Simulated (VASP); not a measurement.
# PbS (CsCl type) (Pm-3m) in VASP: further runs, part 2 of 2

VASP 6.6.1.

## Step 3: Relaxation of cell and atoms, PBE, target pressure 68 GPa, at which the enthalpy is minimised

File INCAR:

```
SYSTEM = PbS
PREC = Accurate
ENCUT = 600
EDIFF = 1E-7
ISMEAR = -1
SIGMA = 0.05
LREAL = .FALSE.
LASPH = .TRUE.
NELM = 100
ALGO = Normal
ISIF = 3
LWAVE = .FALSE.
LCHARG = .FALSE.
GGA = PE
IBRION = 2
NSW = 32
EDIFFG = -0.005
PSTRESS = 680.0
```

File KPOINTS:

```
Automatic mesh
0
G
  14 14 14
  0 0 0
```

File POSCAR:

```
PbS
1.0
    3.1309091169      0.0000000000      0.0000000000
    0.0000000000      3.1309091169      0.0000000000
    0.0000000000      0.0000000000      3.1309091169
Pb S
1 1
Direct
    0.0000000000      0.0000000000      0.0000000000
    0.5000000000      0.5000000000      0.5000000000
```

Potentials or basis: VASP PAW PBE potentials, release 64 (Pb_d, S).

Started as:

```console
cat potpaw_PBE.64/Pb_d/POTCAR potpaw_PBE.64/S/POTCAR > POTCAR
mpirun -np 1 vasp_std > vasp.out
```

OUTCAR:

```text
SYSTEM = PbS
   PREC = Accurate
   ENCUT = 600
   EDIFF = 1E-7
   ISMEAR = -1
   LREAL = .FALSE.
   LASPH = .TRUE.
   NELM = 100
   ISIF = 3
   GGA = PE
   IBRION = 2
   NSW = 32
   EDIFFG = -0.005
   PSTRESS = 680.0

 ion  position               nearest neighbor table
   1  0.000  0.000  0.000-   2 2.71   2 2.71   2 2.71   2 2.71   2 2.71   2 2.71   2 2.71   2 2.71

   2  0.500  0.500  0.500-   1 2.71   1 2.71   1 2.71   1 2.71   1 2.71   1 2.71   1 2.71   1 2.71

  LATTYP: Found a simple cubic cell.
 ALAT       =     3.1309091169

  Lattice vectors:

 A1 = (   3.1309091169,   0.0000000000,   0.0000000000)
 A2 = (   0.0000000000,   3.1309091169,   0.0000000000)
 A3 = (   0.0000000000,   0.0000000000,   3.1309091169)

Analysis of symmetry for initial positions (statically):
=====================================================================
 Subroutine PRICEL returns:
 Original cell was already a primitive cell.

 Routine SETGRP: Setting up the symmetry group for a
 simple cubic supercell.

 Subroutine GETGRP returns: Found 48 space group operations
 (whereof 48 operations were pure point group operations)
 out of a pool of 48 trial point group operations.

The static configuration has the point symmetry O_h .

Analysis of symmetry for dynamics (positions and initial velocities):
=====================================================================
 Subroutine PRICEL returns:
 Original cell was already a primitive cell.

 Routine SETGRP: Setting up the symmetry group for a
 simple cubic supercell.

 Subroutine GETGRP returns: Found 48 space group operations
 (whereof 48 operations were pure point group operations)
 out of a pool of 48 trial point group operations.

The dynamic configuration has the point symmetry O_h .

 Subroutine INISYM returns: Found 48 space group operations
 (whereof 48 operations are pure point group operations),
 and found     1 'primitive' translations

----------------------------------------------------------------------------------------

                                     Primitive cell
[... 127 lines left out ...]
 NGX is ok and might be reduce to    28
   NGX = 13   NGY = 13   NGZ = 13

--------------------------------------- Ionic step        1  -------------------------------------------

 number of electron      19.9999998 magnetization

 Free energy of the ion-electron system (eV)
  ---------------------------------------------------
  ext. energy  EPLUGINS =         0.00000000
  ---------------------------------------------------
  free energy    TOTEN  =        -5.71438702 eV

  energy without entropy =       -5.70742697  energy(sigma->0) =       -5.71090699

------------------------ aborting loop because EDIFF is reached ----------------------------------------

  FORCE on cell =-STRESS in cart. coord.  units (eV):
  Direction    XX          YY          ZZ          XY          YZ          ZX
  --------------------------------------------------------------------------------------
  -------------------------------------------------------------------------------------
  Total       13.0107250     13.0107250     13.0107250     -0.0000000      0.0000000     -0.0000000
  in kB      679.2047193    679.2047193    679.2047193     -0.0000000      0.0000000     -0.0000000
  external PRESSURE =      -0.7952807 kB  Pullay stress =     680.0000000 kB
[... 63 lines left out ...]
--------------------------------------- Ionic step        3  -------------------------------------------

 number of electron      19.9999998 magnetization

 Free energy of the ion-electron system (eV)
  ---------------------------------------------------
  ext. energy  EPLUGINS =         0.00000000
  ---------------------------------------------------
  free energy    TOTEN  =        -5.71060350 eV

  energy without entropy =       -5.70365579  energy(sigma->0) =       -5.70712964

 E-fermi :  13.2307     XC(G=0): -12.5939

 val. band max:       13.1851043138   @ k =   0.3571   0.0714   0.0000
 cond. band min:      13.2572562174   @ k =   0.3571   0.1429   0.0000
 fundamental gap:      0.0721519036
 Fermi energy:        13.2306754150

 k-point     1 :       0.0000    0.0000    0.0000
  band No.  band energies     occupation
      1      -4.7754      2.00000
      2      -4.7754      2.00000
      3      -4.7385      2.00000
      4      -3.9719      2.00000
      5      -3.9719      2.00000
      6      -3.9719      2.00000
      7       7.9657      2.00000
      8       9.6103      2.00000
      9       9.6103      2.00000
     10       9.6103      2.00000
     11      17.4728      0.00000
     12      17.4728      0.00000
     13      23.6502      0.00000
     14      23.6502      0.00000
[... 377 lines left out ...]
      1      -4.6374      2.00000
      2      -4.5984      2.00000
      3      -4.2006      2.00000
      4      -4.1897      2.00000
      5      -4.0494      2.00000
      6      -1.9635      2.00000
      7       2.9980      2.00000
      8       7.6061      2.00000
      9      11.5290      2.00000
     10      12.2010      2.00000
     11      15.7694      0.00000
     12      18.8832      0.00000
     13      19.4205      0.00000
     14      20.0153      0.00000

 [... further k-points ...]
[... 5 lines left out ...]
  --------------------------------------------------------------------------------------
  -------------------------------------------------------------------------------------
  Total       13.0240120     13.0240120     13.0240120     -0.0000000     -0.0000000      0.0000000
  in kB      680.0960140    680.0960140    680.0960140     -0.0000000     -0.0000000      0.0000000
  external PRESSURE =       0.0960140 kB  Pullay stress =     680.0000000 kB
[... 21 lines left out ...]
  energy  without entropy=       -5.7036557863  energy(sigma->0) =       -5.70712964

  enthalpy is  TOTEN    =         7.3115698126 eV   P V=       13.0221733096

 reached required accuracy - stopping structural energy minimisation
```

OSZICAR:

```text
N       E                     dE             d eps       ncg     rms          rms(c)
DAV:   1     0.171528017728E+03    0.17153E+03   -0.11333E+04  3396   0.197E+03
[... 24 lines left out ...]
DAV:   1    -0.571071442679E+01   -0.10699E-01   -0.35781E-03  4182   0.142E+00    0.664E-02
DAV:   2    -0.571062274779E+01    0.91679E-04   -0.19006E-04  4140   0.369E-01    0.231E-02
DAV:   3    -0.571060499851E+01    0.17749E-04   -0.66048E-05  3980   0.205E-01    0.375E-03
DAV:   4    -0.571060437800E+01    0.62051E-06   -0.20469E-06  3612   0.169E-02    0.201E-03
DAV:   5    -0.571060359364E+01    0.78436E-06   -0.13909E-07  2836   0.660E-03    0.440E-04
DAV:   6    -0.571060345977E+01    0.13386E-06   -0.61400E-08  1734   0.309E-03    0.506E-04
DAV:   7    -0.571060349706E+01   -0.37291E-07   -0.80604E-09  1734   0.133E-03
   3 F= 0.73115698E+01 E0= 0.73150437E+01  d E =-.238225E-05
```

It took 46 s on 1 thread of Intel Xeon 6975P-C (Granite Rapids), shared host; peak memory 0.21 GiB.

Results:

| Property | Result |
| --- | --- |
| Free energy | -5.7106 eV |
| Relaxed volume | 15.34 Å³/atom |
| Relaxed cell | a = 3.131 Å, b = 3.131 Å, c = 3.131 Å, α = 90.00°, β = 90.00°, γ = 90.00° |
| Space group after relaxing (to 0.05 Å) | Pm-3m (No. 221) |
| Energy change on relaxing (the enthalpy is what falls) | +1.9 meV/atom |
| Ionic steps | 3 |
| Pressure after relaxing | 68.0 GPa |
| Band gap on the k mesh | zero (band 10 reaches 14.06 eV, above the bottom of band 11 at 10.59 eV) |

Step by step:
```csv
step,energy change (eV),largest force (eV/Å),pressure (GPa),volume (Å³)
1,0.0000,0.0000,67.92,30.69
2,0.0144,0.0000,68.25,30.66
3,0.0038,0.0000,68.01,30.68
```

Final structure:
```cif
data_structure
_symmetry_space_group_name_H-M 'P 1'
_symmetry_Int_Tables_number 1
_cell_length_a 3.1306
_cell_length_b 3.1306
_cell_length_c 3.1306
_cell_angle_alpha 90.000
_cell_angle_beta 90.000
_cell_angle_gamma 90.000
_cell_volume 30.68
loop_
_atom_site_label
_atom_site_type_symbol
_atom_site_fract_x
_atom_site_fract_y
_atom_site_fract_z
_atom_site_occupancy
Pb1 Pb 0.00000 0.00000 0.00000 1
S1 S 0.50000 0.50000 0.50000 1
```

Levels at points of the mesh, in eV from the Fermi level:
| k point | band 7 | band 8 | band 9 | band 10 | band 11 | band 12 | band 13 | band 14 |
| --- | --- | --- | --- | --- | --- | --- | --- | --- |
| (0.00, 0.00, 0.00) | -5.26 | -3.62 | -3.62 | -3.62 | 4.24 | 4.24 | 10.42 | 10.42 |
| (0.50, 0.00, 0.00) | -12.19 | -1.33 | -1.33 | 0.83 | 1.32 | 3.94 | 3.94 | 4.39 |
| (0.50, 0.50, 0.00) | -8.34 | -8.34 | -8.09 | -1.35 | 5.56 | 5.56 | 7.37 | 9.04 |
| (0.50, 0.50, 0.50) | -4.72 | -4.52 | -4.52 | -4.52 | -2.64 | -2.64 | -2.64 | 18.08 |

Caveat: the cell is relaxed towards a set pressure, so the enthalpy falls and the energy may rise; spin-orbit coupling is left out, which moves the levels of the heavy elements.

## Step 4: Relaxation of cell and atoms, PBE, target pressure 68 GPa, at which the enthalpy is minimised

This run uses another cell than the first one, of 16.35 Å³/atom, 1.065 times its volume.

File INCAR:

```
ALGO     = Normal         # electronic algorithm
EDIFF    = 1E-6           # SCF threshold, eV
EDIFFG   = -0.005         # ionic threshold
ENCUT    = 600            # plane-wave cutoff, eV
GGA      = PE             # functional
IBRION   = 2              # ionic algorithm
ISIF     = 3              # what is computed and relaxed
ISMEAR   = -1             # smearing method
LASPH    = T              # aspherical terms in the spheres
LCHARG   = F              # write CHGCAR
LREAL    = F              # projectors in reciprocal space
LWAVE    = F              # write WAVECAR
NELM     = 80             # most SCF steps
NSW      = 60             # ionic steps
PREC     = Accurate       # precision mode
PSTRESS  = 680.0        
SIGMA    = 0.05           # smearing width, eV
```

File KPOINTS:

```
k-points
0
Gamma
  14 14 14
```

File POSCAR:

```
PbS
1.0
    3.1976193568      0.0000000000      0.0000000000
    0.0000000000      3.1976193568      0.0000000000
    0.0000000000      0.0000000000      3.1976193568
Pb S
1 1
Direct
    0.0000000000      0.0000000000      0.0000000000
    0.5000000000      0.5000000000      0.5000000000
```

Potentials or basis: VASP PAW PBE potentials, release 64 (Pb_d, S).

Started as:

```console
cat potpaw_PBE.64/Pb_d/POTCAR potpaw_PBE.64/S/POTCAR > POTCAR
mpirun -np 1 vasp_std > vasp.out
```

OUTCAR:

```text
EDIFF = 1E-6
   EDIFFG = -0.005
   ENCUT = 600
   GGA = PE
   IBRION = 2
   ISIF = 3
   ISMEAR = -1
   LASPH = T
   LREAL = F
   NELM = 80
   NSW = 60
   PREC = Accurate
   PSTRESS = 680.0

 ion  position               nearest neighbor table
   1  0.000  0.000  0.000-   2 2.77   2 2.77   2 2.77   2 2.77   2 2.77   2 2.77   2 2.77   2 2.77

   2  0.500  0.500  0.500-   1 2.77   1 2.77   1 2.77   1 2.77   1 2.77   1 2.77   1 2.77   1 2.77

  LATTYP: Found a simple cubic cell.
 ALAT       =     3.1976193568

  Lattice vectors:

 A1 = (   3.1976193568,   0.0000000000,   0.0000000000)
 A2 = (   0.0000000000,   3.1976193568,   0.0000000000)
 A3 = (   0.0000000000,   0.0000000000,   3.1976193568)

Analysis of symmetry for initial positions (statically):
[... 421 lines left out ...]
      1      -4.7770      2.00000
      2      -4.7770      2.00000
      3      -4.7394      2.00000
      4      -3.9739      2.00000
      5      -3.9739      2.00000
      6      -3.9739      2.00000
      7       7.9622      2.00000
      8       9.6083      2.00000
      9       9.6083      2.00000
     10       9.6083      2.00000
     11      17.4705      0.00000
     12      17.4705      0.00000
     13      23.6458      0.00000
     14      23.6458      0.00000
[... 377 lines left out ...]
      1      -4.6391      2.00000
      2      -4.6002      2.00000
      3      -4.2025      2.00000
      4      -4.1915      2.00000
      5      -4.0513      2.00000
      6      -1.9650      2.00000
      7       2.9960      2.00000
      8       7.6041      2.00000
      9      11.5266      2.00000
     10      12.1982      2.00000
     11      15.7664      0.00000
     12      18.8802      0.00000
     13      19.4170      0.00000
     14      20.0128      0.00000

 [... further k-points ...]

------------------------ aborting loop because EDIFF is reached ----------------------------------------

  FORCE on cell =-STRESS in cart. coord.  units (eV):
  Direction    XX          YY          ZZ          XY          YZ          ZX
  --------------------------------------------------------------------------------------
  -------------------------------------------------------------------------------------
  Total       13.0148874     13.0148874     13.0148874      0.0000000      0.0000000      0.0000000
  in kB      679.5245781    679.5245781    679.5245781      0.0000000      0.0000000      0.0000000
  external PRESSURE =      -0.4754219 kB  Pullay stress =     680.0000000 kB
[... 21 lines left out ...]
  energy  without entropy=       -5.7057510430  energy(sigma->0) =       -5.70922767

  enthalpy is  TOTEN    =         7.3112887988 eV   P V=       13.0239930977

 reached required accuracy - stopping structural energy minimisation
```

Wall time 90 s (1 thread of Intel Xeon 6975P-C (Granite Rapids), shared host); peak memory 0.22 GiB.

What came out:

```
Free energy                                            : -5.7127 eV
Relaxed volume                                         : 15.34 Å³/atom
Relaxed cell                                           : a = 3.131 Å, b = 3.131 Å, c = 3.131 Å, α = 90.00°, β = 90.00°, γ = 90.00°
Space group after relaxing (to 0.05 Å)                 : Pm-3m (No. 221)
Energy change on relaxing (the enthalpy is what falls) : +370.8 meV/atom
Ionic steps                                            : 7
Pressure after relaxing                                : 68.0 GPa
Band gap on the k mesh                                 : zero (band 10 reaches 14.06 eV, above the bottom of band 11 at 10.58 eV)
```

The path:
```tsv
step	energy change (eV)	largest force (eV/Å)	pressure (GPa)	volume (Å³)
1	0.0000	0.0000	51.14	32.69
2	4.3078	0.0000	152.84	25.21
3	0.6725	0.0000	66.40	30.85
4	0.7293	0.0000	67.69	30.72
5	0.7457	0.0000	68.07	30.68
6	0.7345	0.0000	67.87	30.70
7	0.7416	0.0000	67.95	30.69
```

Final structure:
```cif
data_structure
_symmetry_space_group_name_H-M 'P 1'
_symmetry_Int_Tables_number 1
_cell_length_a 3.1308
_cell_length_b 3.1308
_cell_length_c 3.1308
_cell_angle_alpha 90.000
_cell_angle_beta 90.000
_cell_angle_gamma 90.000
_cell_volume 30.69
loop_
_atom_site_label
_atom_site_type_symbol
_atom_site_fract_x
_atom_site_fract_y
_atom_site_fract_z
_atom_site_occupancy
Pb1 Pb 0.00000 0.00000 0.00000 1
S1 S 0.50000 0.50000 0.50000 1
```

Levels at points of the mesh, in eV from the Fermi level:
```tsv
k point	band 6	band 7	band 8	band 9	band 10	band 11	band 12	band 13	band 14
(0.00, 0.00, 0.00)	-17.20	-5.27	-3.62	-3.62	-3.62	4.24	4.24	10.42	10.42
(0.50, 0.00, 0.00)	-15.23	-12.19	-1.33	-1.33	0.83	1.32	3.94	3.94	4.39
(0.50, 0.50, 0.00)	-12.30	-8.34	-8.34	-8.09	-1.35	5.56	5.56	7.37	9.04
(0.50, 0.50, 0.50)	-12.44	-4.72	-4.52	-4.52	-4.52	-2.64	-2.64	-2.64	18.08
```

Caveat: the cell is relaxed towards a set pressure, so the enthalpy falls and the energy may rise; spin-orbit coupling is left out, which moves the levels of the heavy elements.

## Step 5: The runs side by side

```tsv
task	cell	cutoff (eV)	gap on the mesh (eV)	pressure (GPa)
single point	a = 3.131 Å, 2 atoms	520	none	67.8
relaxation of cell and atoms	relaxed to 68 GPa from a = 3.131 Å, 2 atoms	600	none	68.0
relaxation of cell and atoms	relaxed to 68 GPa from a = 3.198 Å, 2 atoms	600	none	68.0
```

Alike in all rows: level PBE; potentials or basis VASP PAW PBE potentials, release 64 (Pb_d, S); no spin polarisation; k mesh 14 × 14 × 14; smearing fermi-dirac 0.05 eV.

Caveats: spin-orbit coupling is left out, which moves the levels of the heavy elements; the cell is relaxed towards a set pressure, so the enthalpy falls and the energy may rise (some runs).

Absolute energies hang on the potentials; compare differences alone.
